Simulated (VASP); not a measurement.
# ScAl (Pm-3m) in VASP: single point with PBEsol

Aim: the single point of ScAl with PBEsol.

Everything below comes from runs of VASP 6.6.1. Logs are shortened: lines on timing, memory, paths and dates and some standing lists are left out, and cuts for length are marked.

## (1) The cell of the first run

It takes space group Pm-3m (No. 221, cubic). Conventional cell: a = 3.345 Å, b = 3.345 Å, c = 3.345 Å, α = 90.00°, β = 90.00°, γ = 90.00°. Within 3.8 Å of Sc (site symmetry m-3m) lie 8 Al at 2.90 Å and 6 Sc at 3.35 Å. Al (site symmetry m-3m) has 8 Sc at 2.90 Å and 6 Al at 3.35 Å within 3.8 Å.

## (2) Single point, PBEsol

The input, INCAR:

```
ALGO = Normal ; EDIFF = 1E-7
ENCUT = 520 ; GGA = PS
ISIF = 2 ; ISMEAR = -1
LASPH = True ; LCHARG = False
LREAL = False ; LWAVE = False
NBANDS = 14 ; NELM = 100
PREC = Accurate ; SIGMA = 0.08
```

The input, KPOINTS:

```
k-points
0
Gamma
  10 10 10
```

The input, POSCAR:

```
ScAl
1.0
    3.3451539022      0.0000000000      0.0000000000
    0.0000000000      3.3451539022      0.0000000000
    0.0000000000      0.0000000000      3.3451539022
Sc Al
1 1
Direct
    0.5000000000      0.5000000000      0.5000000000
    0.0000000000      0.0000000000      0.0000000000
```

Potentials or basis: VASP PAW PBE potentials, release 64 (Sc_sv, Al).

On the command line:

```console
$ cat potpaw_PBE.64/Sc_sv/POTCAR potpaw_PBE.64/Al/POTCAR > POTCAR
$ mpirun -np 1 vasp_std > vasp.out
```

OUTCAR:

```text
EDIFF = 1E-7
   ENCUT = 520
   GGA = PS
   ISIF = 2
   ISMEAR = -1
   LASPH = True
   LREAL = False
   NELM = 100
   PREC = Accurate

 ion  position               nearest neighbor table
   1  0.500  0.500  0.500-   2 2.90   2 2.90   2 2.90   2 2.90   2 2.90   2 2.90   2 2.90   2 2.90

   2  0.000  0.000  0.000-   1 2.90   1 2.90   1 2.90   1 2.90   1 2.90   1 2.90   1 2.90   1 2.90

  LATTYP: Found a simple cubic cell.
 ALAT       =     3.3451539022

  Lattice vectors:

 A1 = (   3.3451539022,   0.0000000000,   0.0000000000)
 A2 = (   0.0000000000,   3.3451539022,   0.0000000000)
 A3 = (   0.0000000000,   0.0000000000,   3.3451539022)

Analysis of symmetry for initial positions (statically):
=====================================================================
 Subroutine PRICEL returns:
 Original cell was already a primitive cell.

 Routine SETGRP: Setting up the symmetry group for a
 simple cubic supercell.

 Subroutine GETGRP returns: Found 48 space group operations
 (whereof 48 operations were pure point group operations)
 out of a pool of 48 trial point group operations.

The static configuration has the point symmetry O_h .

Analysis of symmetry for dynamics (positions and initial velocities):
=====================================================================
 Subroutine PRICEL returns:
 Original cell was already a primitive cell.

 Routine SETGRP: Setting up the symmetry group for a
 simple cubic supercell.

 Subroutine GETGRP returns: Found 48 space group operations
 (whereof 48 operations were pure point group operations)
 out of a pool of 48 trial point group operations.

The dynamic configuration has the point symmetry O_h .

 Subroutine INISYM returns: Found 48 space group operations
 (whereof 48 operations are pure point group operations),
 and found     1 'primitive' translations

----------------------------------------------------------------------------------------

                                     Primitive cell

  volume of cell :      37.4325

  direct lattice vectors                    reciprocal lattice vectors
     3.345153902  0.000000000  0.000000000     0.298939908  0.000000000  0.000000000
     0.000000000  3.345153902  0.000000000     0.000000000  0.298939908  0.000000000
     0.000000000  0.000000000  3.345153902     0.000000000  0.000000000  0.298939908

  length of vectors
     3.345153902  3.345153902  3.345153902     0.298939908  0.298939908  0.298939908

  position of ions in fractional coordinates (direct lattice)
     0.500000000  0.500000000  0.500000000
     0.000000000  0.000000000  0.000000000

  ion indices of the primitive-cell ions
   primitive index   ion index
                 1           1
                 2           2

----------------------------------------------------------------------------------------

 KPOINTS: k-points

Automatic generation of k-mesh.
 Grid dimensions read from file:
 generate k-points for:   10   10   10

 Generating k-lattice:

  Cartesian coordinates                     Fractional coordinates (reciprocal lattice)
     0.029893991  0.000000000  0.000000000     0.100000000  0.000000000  0.000000000
     0.000000000  0.029893991  0.000000000     0.000000000  0.100000000  0.000000000
     0.000000000  0.000000000  0.029893991     0.000000000  0.000000000  0.100000000

  Length of vectors
     0.029893991  0.029893991  0.029893991

  Shift w.r.t. Gamma in fractional coordinates (k-lattice)
     0.000000000  0.000000000  0.000000000

 Subroutine IBZKPT returns following result:
 ===========================================

 Found     56 irreducible k-points:

 Following reciprocal coordinates:
            Coordinates               Weight
  0.000000  0.000000  0.000000      1.000000
  0.100000  0.000000  0.000000      6.000000
  0.200000  0.000000  0.000000      6.000000
  0.300000  0.000000  0.000000      6.000000
  0.400000  0.000000  0.000000      6.000000
  0.500000  0.000000  0.000000      3.000000
[... 16 lines left out ...]
  0.200000  0.100000  0.100000     24.000000
  0.300000  0.100000  0.100000     24.000000
 [... further k-points ...]
   k-points           NKPTS =     56   k-points in BZ     NKDIM =     56   number of bands    NBANDS=     14
   number of dos      NEDOS =    301   number of ions     NIONS =      2
   total plane-waves  NPLWV =  21952
   dimension x,y,z NGX =    28 NGY =   28 NGZ =   28
   dimension x,y,z NGXF=    56 NGYF=   56 NGZF=   56
   ions per type =               1   1
   NGX,Y,Z   is equivalent  to a cutoff of  13.92, 13.92, 13.92 a.u.
   NGXF,Y,Z  is equivalent  to a cutoff of  27.83, 27.83, 27.83 a.u.
 SYSTEM =  unknown system
   PREC   = accura    normal or accurate (medium, high low for compatibility)
   ISTART =      0    job   : 0-new  1-cont  2-samecut
   ICHARG =      2    charge: 1-file 2-atom 10-const
   ISPIN  =      1    spin polarized calculation?
   LNONCOLLINEAR =      F non collinear calculations
   LSORBIT =      F    spin-orbit coupling
   LASPH  =      T    aspherical Exc in radial PAW
   ENCUT  =  520.0 eV  38.22 Ry    6.18 a.u.   6.22  6.22  6.22*2*pi/ulx,y,z
   NELM   =    100;   NELMIN=  2; NELMDL= -5     # of ELM steps
   EDIFF  = 0.1E-06   stopping-criterion for ELM
   LREAL  =      F    real-space projection
   EDIFFG = 0.1E-05   stopping-criterion for IOM
   NSW    =      0    number of steps for IOM
   IBRION =     -1    ionic relax: 0-MD 1-quasi-New 2-CG
   NFREE  =      0    steps in history (QN), initial steepest desc. (CG)
   ISIF   =      2    stress and relaxation
   ISYM   =      2    0-nonsym 1-usesym 2-fastsym
   POTIM  = 0.5000    time-step for ionic-motion
   TEBEG  =    0.0;   TEEND  =   0.0 temperature during run
   PSTRESS=    0.0 pullay stress
   NELECT =      14.0000    total number of electrons
   NUPDOWN=      -1.0000    fix difference up-down
   EMIN   =  10.00;   EMAX   =-10.00  energy-range for DOS
   EFERMI =   0.00;   METHOD = LEGACY
   ISMEAR =    -1;   SIGMA  =   0.08  broadening in eV -4-tet -1-fermi 0-gaus
   EFERMI_NEDOS =   21; number of points for ismear=-14 and -15
   IALGO  =     38    algorithm
   IMIX   =      4    mixing-type and parameters
     AMIX     =   0.40;   BMIX     =  1.00
     AMIX_MAG =   1.60;   BMIX_MAG =  1.00
  volume/ion in A,a.u.               =      18.72       126.30
  Fermi-wavevector in a.u.,A,eV,Ry     =   1.179509  2.228950 18.929002  1.391242
  Thomas-Fermi vector in A             =   2.315819
   LORBIT       =      0    0 simple, 1 ext, 2 COOP (PROOUT), +10 PAW based schemes
   GGA     = PS    functional components
   LHFCALC =     F    Hartree Fock is set to
   AEXX    =    0.0000 exact exchange contribution
   IVDW    =     0    specifies the selected vdW correction
   LEPSILON=     F    determine dielectric tensor
   LRPA    =     F    only Hartree local field effects (RPA)
 non-spin polarized calculation
  energy-cutoff  :      520.00
  volume of cell :       37.43
 maximum number of plane-waves:      1024
 NGX is ok and might be reduce to    28
   NGX = 13   NGY = 13   NGZ = 13

 number of electron      14.0000002 magnetization

 Free energy of the ion-electron system (eV)
  ---------------------------------------------------
  ext. energy  EPLUGINS =         0.00000000
  ---------------------------------------------------
  free energy    TOTEN  =       -11.63221267 eV

  energy without entropy =      -11.61512382  energy(sigma->0) =      -11.62366824

 E-fermi :   6.1498     XC(G=0): -10.4987

 val. band max:        6.1361792216   @ k =   0.4000   0.1000   0.1000
 cond. band min:       6.1757274118   @ k =   0.4000   0.4000   0.0000
 fundamental gap:      0.0395481902
 Fermi energy:         6.1498085662

 k-point     1 :       0.0000    0.0000    0.0000
  band No.  band energies     occupation
      1     -43.0134      2.00000
      2     -21.6891      2.00000
      3     -21.6891      2.00000
      4     -21.6891      2.00000
      5      -2.3993      2.00000
      6       5.4353      1.99974
      7       5.4353      1.99974
      8       8.9241      0.00000
      9       8.9241      0.00000
     10       8.9241      0.00000
     11       9.9801      0.00000
     12       9.9801      0.00000
     13       9.9801      0.00000
     14      14.8963      0.00000

 k-point     2 :       0.1000    0.0000    0.0000
  band No.  band energies     occupation
      1     -43.0118      2.00000
      2     -21.7083      2.00000
      3     -21.6874      2.00000
      4     -21.6874      2.00000
      5      -2.2531      2.00000
      6       5.2900      1.99996
      7       5.5097      1.99933
      8       8.4875      0.00000
      9       8.4875      0.00000
     10       8.9461      0.00000
     11       9.6006      0.00000
     12      10.5132      0.00000
     13      10.5132      0.00000
     14      14.6328      0.00000

 k-point     3 :       0.2000    0.0000    0.0000
  band No.  band energies     occupation
      1     -43.0076      2.00000
      2     -21.7584      2.00000
      3     -21.6829      2.00000
      4     -21.6829      2.00000
      5      -1.8237      2.00000
      6       4.7015      2.00000
      7       5.7179      1.99099
      8       7.8679      0.00000
      9       7.8679      0.00000
     10       9.0045      0.00000
     11       9.2104      0.00000
     12      11.4349      0.00000
     13      11.4349      0.00000
     14      13.9569      0.00000
[... 324 lines left out ...]
 k-point    23 :       0.2000    0.1000    0.1000
  band No.  band energies     occupation
      1     -43.0045      2.00000
      2     -21.7543      2.00000
      3     -21.7009      2.00000
      4     -21.6988      2.00000
      5      -1.5510      2.00000
      6       4.8567      2.00000
      7       5.5514      1.99887
      8       7.3187      0.00000
      9       7.7404      0.00000
     10       8.4813      0.00000
     11       9.8655      0.00000
     12      11.2210      0.00000
     13      11.2417      0.00000
     14      14.7626      0.00000

 k-point    24 :       0.3000    0.1000    0.1000
  band No.  band energies     occupation
      1     -42.9993      2.00000
      2     -21.8148      2.00000
      3     -21.6950      2.00000
      4     -21.6931      2.00000
      5      -0.8890      2.00000
      6       3.8163      2.00000
      7       5.8283      1.96467
      8       7.1779      0.00001
      9       7.1965      0.00000
     10       8.6152      0.00000
     11       9.6914      0.00000
     12      11.9050      0.00000
     13      12.0440      0.00000
     14      14.1925      0.00000

 [... further k-points ...]

------------------------ aborting loop because EDIFF is reached ----------------------------------------

  FORCE on cell =-STRESS in cart. coord.  units (eV):
  Direction    XX          YY          ZZ          XY          YZ          ZX
  --------------------------------------------------------------------------------------
  -------------------------------------------------------------------------------------
  Total        0.0300217      0.0300217      0.0300217      0.0000000     -0.0000000      0.0000000
  in kB        1.2849819      1.2849819      1.2849819      0.0000000     -0.0000000      0.0000000
  external PRESSURE =       1.2849819 kB  Pullay stress =       0.0000000 kB

 VOLUME and BASIS-vectors are now :
 -----------------------------------------------------------------------------
  energy-cutoff  :      520.00
  volume of cell :       37.43
      direct lattice vectors                 reciprocal lattice vectors
     3.345153902  0.000000000  0.000000000     0.298939908  0.000000000  0.000000000
     0.000000000  3.345153902  0.000000000     0.000000000  0.298939908  0.000000000
     0.000000000  0.000000000  3.345153902     0.000000000  0.000000000  0.298939908

 POSITION                                       TOTAL-FORCE (eV/Angst)
 -----------------------------------------------------------------------------------
      1.67258      1.67258      1.67258         0.000000      0.000000      0.000000
      0.00000      0.00000      0.00000         0.000000      0.000000      0.000000
 -----------------------------------------------------------------------------------
    total drift:                                0.000000      0.000000      0.000000

  FREE ENERGIE OF THE ION-ELECTRON SYSTEM (eV)
  ---------------------------------------------------
  free  energy   TOTEN  =       -11.6322126650 eV

  energy  without entropy=      -11.6151238223  energy(sigma->0) =      -11.62366824
```

It took 52 s on 1 thread of Intel Xeon 8259CL, shared host; peak memory 0.17 GiB.

What came out:

```
Free energy            : -11.6322 eV
Pressure               : 0.1 GPa
Band gap on the k mesh : zero (bands 7 and 8 overlap by 1.16 eV)
```

Caveat: the PAW data sets were made with another functional, which shifts forces and pressure a little.
